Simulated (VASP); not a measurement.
A run of VASP 6.6.1 is set up as follows.

INCAR

```
ALGO = Normal
EDIFF = 1E-7
EDIFFG = -0.03
ENCUT = 600
GGA = PE
GGA_COMPAT = False
IBRION = 2
ISIF = 3
ISMEAR = 0
LASPH = True
LCHARG = False
LREAL = False
LWAVE = False
NELM = 120
NELMIN = 4
NSW = 80
PREC = Accurate
PSTRESS = 400.0
SIGMA = 0.01
```

The input KPOINTS:

```
k-points
0
Gamma
  11 11 11
```

Contents of POSCAR:

```
BN
1.0
    0.0000000000      1.8000000000      1.8000000000
    1.8000000000      0.0000000000      1.8000000000
    1.8000000000      1.8000000000      0.0000000000
B N
1 1
Direct
    0.0000000000      0.0000000000      0.0000000000
    0.2500000000      0.2500000000      0.2500000000
```

Potentials or basis: VASP PAW PBE potentials, release 64 (B, N).

Run with:

```sh
$ cat potpaw_PBE.64/B/POTCAR potpaw_PBE.64/N/POTCAR > POTCAR
$ mpirun -np 1 vasp_std > vasp.out
```

**Question.** Estimate the space group after relaxing (to 0.1 Å).

**Answer.** F-43m (No. 216).

**Question.** What does it give for the relaxed volume?

**Answer.** 5.44 Å³/atom.

**Question.** Predict the band gap on the k mesh.

**Answer.** 4.66 eV (least direct gap 9.21 eV).

Final structure:
```yaml
crystal:
  lattice:
    - [0.00000, 1.75843, 1.75843]
    - [1.75843, 0.00000, 1.75843]
    - [1.75843, 1.75843, 0.00000]
  atoms:
    - { symbol: B, position: [0.00000, 0.00000, 0.00000] }
    - { symbol: N, position: [0.25000, 0.25000, 0.25000] }
```

Caveat: the cell is relaxed towards a set pressure, so the run minimises the enthalpy, not the energy; an odd mesh through Γ misses points on the zone boundary, where band edges can lie.
